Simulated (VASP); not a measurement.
# AlN (F-43m) in VASP: notebook

Runs on AlN. Level: PBE. Tasks: relaxation of cell and atoms, single point.

All numbers are computed with VASP 6.6.1; they aren't measurements. Logs are shortened: lines on timing, memory, paths and dates and some standing lists are left out, and cuts for length are marked.

## (1) The cell of the first run

It takes space group F-43m (No. 216, cubic). The conventional cell has a = 4.368 Å, b = 4.368 Å, c = 4.368 Å, α = 90.00°, β = 90.00°, γ = 90.00°. Al (site symmetry -43m) has 4 N at 1.89 Å within 2.5 Å. Within 2.5 Å of N (site symmetry -43m) lie 4 Al at 1.89 Å.

## (2) Relaxation of cell and atoms, PBE

Input file INCAR:

```
SYSTEM = AlN
ALGO     = Normal         ! electronic algorithm
EDIFF    = 1E-6           ! SCF threshold, eV
EDIFFG   = -0.005         ! ionic threshold
ENCUT    = 600            ! plane-wave cutoff, eV
GGA      = PE             ! functional
IBRION   = 2              ! ionic algorithm
ISIF     = 3              ! what is computed and relaxed
ISMEAR   = 0              ! smearing method
LASPH    = .True.         ! aspherical terms in the spheres
LCHARG   = .False.        ! write CHGCAR
LREAL    = .False.        ! projectors in reciprocal space
LWAVE    = .False.        ! write WAVECAR
NELM     = 100            ! most SCF steps
NSW      = 100            ! ionic steps
PREC     = Accurate       ! precision mode
SIGMA    = 0.02           ! smearing width, eV
```

Input file KPOINTS:

```
k-points
0
Gamma
  10 10 10
  0 0 0
```

Input file POSCAR:

```
AlN
1.0
    0.0000000000      2.1839935596      2.1839935596
    2.1839935596      0.0000000000      2.1839935596
    2.1839935596      2.1839935596      0.0000000000
Al N
1 1
Direct
    0.0000000000      0.0000000000      0.0000000000
    0.7500000000      0.7500000000      0.7500000000
```

Potentials or basis: VASP PAW PBE potentials, release 64 (Al, N).

The run is started by

```bash
$ cat potpaw_PBE.64/Al/POTCAR potpaw_PBE.64/N/POTCAR > POTCAR
$ mpirun -np 1 vasp_std > vasp.out
```

OUTCAR:

```text
SYSTEM = AlN
   EDIFF = 1E-6
   EDIFFG = -0.005
   ENCUT = 600
   GGA = PE
   IBRION = 2
   ISIF = 3
   ISMEAR = 0
   LASPH = .True.
   LREAL = .False.
   NELM = 100
   NSW = 100
   PREC = Accurate

 ion  position               nearest neighbor table
   1  0.000  0.000  0.000-   2 1.89   2 1.89   2 1.89   2 1.89
   2  0.750  0.750  0.750-   1 1.89   1 1.89   1 1.89   1 1.89

  LATTYP: Found a face centered cubic cell.
 ALAT       =     4.3679871192

  Lattice vectors:

 A1 = (   0.0000000000,   2.1839935596,   2.1839935596)
 A2 = (   2.1839935596,   0.0000000000,   2.1839935596)
 A3 = (   2.1839935596,   2.1839935596,   0.0000000000)

Analysis of symmetry for initial positions (statically):
=====================================================================
 Subroutine PRICEL returns:
 Original cell was already a primitive cell.

 Routine SETGRP: Setting up the symmetry group for a
 face centered cubic supercell.

 Subroutine GETGRP returns: Found 24 space group operations
 (whereof 24 operations were pure point group operations)
 out of a pool of 48 trial point group operations.

The static configuration has the point symmetry T_d .

Analysis of symmetry for dynamics (positions and initial velocities):
=====================================================================
 Subroutine PRICEL returns:
 Original cell was already a primitive cell.

 Routine SETGRP: Setting up the symmetry group for a
 face centered cubic supercell.

 Subroutine GETGRP returns: Found 24 space group operations
 (whereof 24 operations were pure point group operations)
 out of a pool of 48 trial point group operations.

The dynamic configuration has the point symmetry T_d .

 Subroutine INISYM returns: Found 24 space group operations
 (whereof 24 operations are pure point group operations),
 and found     1 'primitive' translations

----------------------------------------------------------------------------------------

                                     Primitive cell

  volume of cell :      20.8345

  direct lattice vectors                    reciprocal lattice vectors
     0.000000000  2.183993560  2.183993560    -0.228938404  0.228938404  0.228938404
     2.183993560  0.000000000  2.183993560     0.228938404 -0.228938404  0.228938404
     2.183993560  2.183993560  0.000000000     0.228938404  0.228938404 -0.228938404

  length of vectors
     3.088633312  3.088633312  3.088633312     0.396532948  0.396532948  0.396532948

  position of ions in fractional coordinates (direct lattice)
     0.000000000  0.000000000  0.000000000
     0.750000000  0.750000000  0.750000000

  ion indices of the primitive-cell ions
   primitive index   ion index
                 1           1
                 2           2

----------------------------------------------------------------------------------------

 KPOINTS: k-points

Automatic generation of k-mesh.
 Grid dimensions read from file:
 generate k-points for:   10   10   10

 Generating k-lattice:

  Cartesian coordinates                     Fractional coordinates (reciprocal lattice)
    -0.022893840  0.022893840  0.022893840     0.100000000  0.000000000  0.000000000
     0.022893840 -0.022893840  0.022893840     0.000000000  0.100000000  0.000000000
     0.022893840  0.022893840 -0.022893840     0.000000000  0.000000000  0.100000000

  Length of vectors
     0.039653295  0.039653295  0.039653295

  Shift w.r.t. Gamma in fractional coordinates (k-lattice)
     0.000000000  0.000000000  0.000000000

 Subroutine IBZKPT returns following result:
 ===========================================

 Found     47 irreducible k-points:

 Following reciprocal coordinates:
            Coordinates               Weight
  0.000000  0.000000  0.000000      1.000000
  0.100000  0.000000  0.000000      8.000000
  0.200000  0.000000  0.000000      8.000000
  0.300000  0.000000  0.000000      8.000000
  0.400000  0.000000  0.000000      8.000000
  0.500000  0.000000  0.000000      4.000000
[... 16 lines left out ...]
  0.300000  0.300000  0.000000      6.000000
  0.400000  0.300000  0.000000     24.000000
 [... further k-points ...]
   k-points           NKPTS =     47   k-points in BZ     NKDIM =     47   number of bands    NBANDS=      8
   number of dos      NEDOS =    301   number of ions     NIONS =      2
   total plane-waves  NPLWV =  21952
   dimension x,y,z NGX =    28 NGY =   28 NGZ =   28
   dimension x,y,z NGXF=    56 NGYF=   56 NGZF=   56
   ions per type =               1   1
   NGX,Y,Z   is equivalent  to a cutoff of  15.07, 15.07, 15.07 a.u.
   NGXF,Y,Z  is equivalent  to a cutoff of  30.14, 30.14, 30.14 a.u.
 SYSTEM =  AlN
   PREC   = accura    normal or accurate (medium, high low for compatibility)
   ISTART =      0    job   : 0-new  1-cont  2-samecut
   ICHARG =      2    charge: 1-file 2-atom 10-const
   ISPIN  =      1    spin polarized calculation?
   LNONCOLLINEAR =      F non collinear calculations
   LSORBIT =      F    spin-orbit coupling
   LASPH  =      T    aspherical Exc in radial PAW
   ENCUT  =  600.0 eV  44.10 Ry    6.64 a.u.   6.17  6.17  6.17*2*pi/ulx,y,z
   NELM   =    100;   NELMIN=  2; NELMDL= -5     # of ELM steps
   EDIFF  = 0.1E-05   stopping-criterion for ELM
   LREAL  =      F    real-space projection
   EDIFFG = -.5E-02   stopping-criterion for IOM
   NSW    =    100    number of steps for IOM
   IBRION =      2    ionic relax: 0-MD 1-quasi-New 2-CG
   NFREE  =      1    steps in history (QN), initial steepest desc. (CG)
   ISIF   =      3    stress and relaxation
   ISYM   =      2    0-nonsym 1-usesym 2-fastsym
   POTIM  = 0.5000    time-step for ionic-motion
   TEBEG  =    0.0;   TEEND  =   0.0 temperature during run
   PSTRESS=    0.0 pullay stress
   NELECT =       8.0000    total number of electrons
   NUPDOWN=      -1.0000    fix difference up-down
   EMIN   =  10.00;   EMAX   =-10.00  energy-range for DOS
   EFERMI =   0.00;   METHOD = LEGACY
   ISMEAR =     0;   SIGMA  =   0.02  broadening in eV -4-tet -1-fermi 0-gaus
   EFERMI_NEDOS =   21; number of points for ismear=-14 and -15
   IALGO  =     38    algorithm
   IMIX   =      4    mixing-type and parameters
     AMIX     =   0.40;   BMIX     =  1.00
     AMIX_MAG =   1.60;   BMIX_MAG =  1.00
  volume/ion in A,a.u.               =      10.42        70.30
  Fermi-wavevector in a.u.,A,eV,Ry     =   1.189899  2.248583 19.263943  1.415860
  Thomas-Fermi vector in A             =   2.325996
   LORBIT       =      0    0 simple, 1 ext, 2 COOP (PROOUT), +10 PAW based schemes
   GGA     = PE    functional components
   LHFCALC =     F    Hartree Fock is set to
   AEXX    =    0.0000 exact exchange contribution
   IVDW    =     0    specifies the selected vdW correction
   LEPSILON=     F    determine dielectric tensor
   LRPA    =     F    only Hartree local field effects (RPA)
 conjugate gradient relaxation of ions
 non-spin polarized calculation
 Gauss-broadening in eV      SIGMA  =   0.02
  energy-cutoff  :      600.00
  volume of cell :       20.83
 maximum number of plane-waves:       725
 NGX is ok and might be reduce to    28
   NGX = 13   NGY = 13   NGZ = 13

--------------------------------------- Ionic step        1  -------------------------------------------

 number of electron       7.9999999 magnetization

 Free energy of the ion-electron system (eV)
  ---------------------------------------------------
  ext. energy  EPLUGINS =         0.00000000
  ---------------------------------------------------
  free energy    TOTEN  =       -14.84195166 eV

  energy without entropy =      -14.84195166  energy(sigma->0) =      -14.84195166

------------------------ aborting loop because EDIFF is reached ----------------------------------------

  FORCE on cell =-STRESS in cart. coord.  units (eV):
  Direction    XX          YY          ZZ          XY          YZ          ZX
  --------------------------------------------------------------------------------------
  -------------------------------------------------------------------------------------
  Total        0.5816440      0.5816440      0.5816440      0.0000000      0.0000000      0.0000000
  in kB       44.7284423     44.7284423     44.7284423      0.0000000      0.0000000      0.0000000
  external PRESSURE =      44.7284423 kB  Pullay stress =       0.0000000 kB
[... 57 lines left out ...]
  energy  without entropy=      -14.8433931052  energy(sigma->0) =      -14.84339311

--------------------------------------- Ionic step        3  -------------------------------------------

 number of electron       8.0000000 magnetization

 Free energy of the ion-electron system (eV)
  ---------------------------------------------------
  ext. energy  EPLUGINS =         0.00000000
  ---------------------------------------------------
  free energy    TOTEN  =       -14.84832682 eV

  energy without entropy =      -14.84832682  energy(sigma->0) =      -14.84832682

 E-fermi :   5.8702     XC(G=0): -10.8374

 val. band max:        5.7620986845   @ k =   0.0000   0.0000   0.0000
 cond. band min:       9.0687807673   @ k =   0.5000   0.5000   0.0000
 fundamental gap:      3.3066820828
 Fermi energy:         5.8701693037

 k-point     1 :       0.0000    0.0000    0.0000
  band No.  band energies     occupation
      1      -9.0918      2.00000
      2       5.7621      2.00000
      3       5.7621      2.00000
      4       5.7621      2.00000
      5       9.7634      0.00000
      6      18.1049      0.00000
      7      18.1049      0.00000
      8      18.1049      0.00000
[... 243 lines left out ...]
 k-point    24 :       0.4000    0.3000    0.0000
  band No.  band energies     occupation
      1      -7.1448      2.00000
      2       1.6585      2.00000
      3       4.0845      2.00000
      4       4.3780      2.00000
      5      10.6288      0.00000
      6      15.1478      0.00000
      7      17.7544      0.00000
      8      20.1081      0.00000

 [... further k-points ...]
[... 5 lines left out ...]
  --------------------------------------------------------------------------------------
  -------------------------------------------------------------------------------------
  Total       -0.0001261     -0.0001261     -0.0001261     -0.0000000      0.0000000     -0.0000000
  in kB       -0.0094881     -0.0094881     -0.0094881     -0.0000000      0.0000000     -0.0000000
  external PRESSURE =      -0.0094881 kB  Pullay stress =       0.0000000 kB
[... 17 lines left out ...]
  FREE ENERGIE OF THE ION-ELECTRON SYSTEM (eV)
  ---------------------------------------------------
  free  energy   TOTEN  =       -14.8483268184 eV

  energy  without entropy=      -14.8483268184  energy(sigma->0) =      -14.84832682

 reached required accuracy - stopping structural energy minimisation
```

Run time: 14 s. Hardware: 1 thread of AMD EPYC 9R45 (Zen 5), shared host; peak memory 0.13 GiB.

What came out:

- Free energy: -14.8483 eV
- Relaxed volume: 10.65 Å³/atom
- Relaxed cell: a = 3.112 Å, b = 3.112 Å, c = 3.112 Å, α = 60.00°, β = 60.00°, γ = 60.00°
- Space group after relaxing (to 0.05 Å): F-43m (No. 216)
- Energy gained by relaxing: 3.2 meV/atom
- Ionic steps: 3
- Pressure after relaxing: 0.0 GPa
- Band gap on the k mesh: 3.31 eV, indirect (least direct gap 4.00 eV)

Step by step:
```csv
step,energy change (eV),largest force (eV/Å),pressure (GPa),volume (Å³)
1,0.0000,0.0000,4.47,20.83
2,-0.0014,0.0000,-3.68,21.72
3,-0.0064,0.0000,0.00,21.30
```

Final structure:
```cif
data_structure
_symmetry_space_group_name_H-M 'P 1'
_symmetry_Int_Tables_number 1
_cell_length_a 3.1115
_cell_length_b 3.1115
_cell_length_c 3.1115
_cell_angle_alpha 60.000
_cell_angle_beta 60.000
_cell_angle_gamma 60.000
_cell_volume 21.30
loop_
_atom_site_label
_atom_site_type_symbol
_atom_site_fract_x
_atom_site_fract_y
_atom_site_fract_z
_atom_site_occupancy
Al1 Al 0.00000 0.00000 0.00000 1
N1 N 0.75000 0.75000 0.75000 1
```

Levels at points of the mesh, in eV from the valence-band top:
| k point | band 1 | band 2 | band 3 | band 4 | band 5 | band 6 | band 7 | band 8 |
| --- | --- | --- | --- | --- | --- | --- | --- | --- |
| (0.00, 0.00, 0.00) | -14.85 | 0.00 | 0.00 | 0.00 | 4.00 | 12.34 | 12.34 | 12.34 |
| (0.50, 0.00, 0.00) | -12.87 | -5.76 | -0.48 | -0.48 | 7.18 | 9.71 | 11.01 | 11.01 |
| (0.50, 0.50, 0.00) | -12.26 | -4.84 | -1.75 | -1.75 | 3.31 | 8.48 | 13.66 | 15.46 |

A k mesh can miss the band edges. Expect the measured gap to be larger: semilocal functionals such as PBE lack the derivative discontinuity.

(Part 1 of 2 ends here.)
